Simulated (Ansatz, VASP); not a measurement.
## BP in VASP and in Ansatz

```
B P
1.0
     0.00000    2.17824    2.26900
     2.17824    0.00000    2.26900
     2.17824    2.17824    0.00000
B P
1 1
Direct
  0.00000 0.00000 0.00000
  0.75000 0.75000 0.75000
```

Change from the starting cell: strain -0.040 along x and y, +0.000 along z, atoms carried along.

Alike in both runs: task single point; functional PBE; k mesh 10 × 10 × 10; occupations gaussian, width 0.05 eV; no spin polarisation.

|  | VASP | Ansatz |
| --- | --- | --- |
| version | VASP 6.6.1 | Ansatz 0.2.0 |
| potentials or method | VASP PAW PBE potentials, release 64 (B, P), cutoff 520 eV | scalar-relativistic, plane waves, PAW |
| valence electrons in the cell | 8 | 8 |

Ansatz gave:

- gap on the k mesh at the Fermi level (eV): 0.81
- least direct gap on the mesh (eV): 3.33
- pressure (GPa): 16.9
- traceless stress, the component that is largest in VASP (GPa): -8.20

**Question.** What did VASP give for the same quantities?

**Answer.** gap on the k mesh at the Fermi level (eV): 0.81; least direct gap on the mesh (eV): 3.33; pressure (GPa): 16.6; traceless stress, the component that is largest in VASP (GPa): -8.22.

With one functional, cell and mesh, what is left measures potentials, basis and numerics.
